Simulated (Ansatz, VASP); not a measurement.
**ZnSn4N in VASP and in Ansatz**

```
Zn Sn N
1.0
     0.00000    3.99106    3.99106
     3.99106    0.00000    3.99106
     3.99106    3.99106    0.00000
Zn Sn N
1 4 1
Direct
  0.00000 0.00000 0.00000
  0.13100 0.62300 0.62300
  0.62300 0.62300 0.62300
  0.62300 0.13100 0.62300
  0.62300 0.62300 0.13100
  0.25000 0.25000 0.25000
```

Change from the starting cell: species swapped into the LuNi4Sn type (F-43m, No. 216).

Alike in both runs: task single point; functional PBE; k mesh 4 × 4 × 4; occupations gaussian, width 0.1 eV; no spin polarisation.

|  | VASP | Ansatz |
| --- | --- | --- |
| version | VASP 6.6.1 | Ansatz 0.2.0 |
| potentials or method | VASP PAW PBE potentials, release 64 (Zn, Sn_d, N), cutoff 520 eV | scalar-relativistic, plane waves, PAW |
| valence electrons in the cell | 73 | 73 |

```csv
,VASP,Ansatz,Ansatz less VASP
gap on the k mesh at the Fermi level (eV),none,none,-
pressure (GPa),13.9,13.9,+0.08
rms of the force components (eV/Å),0.537,0.536,-0.0002
```

Atom by atom the forces differ by 0.000 eV/Å (rms over components). A gap of «none» marks a metal or a gap that the smearing closes.
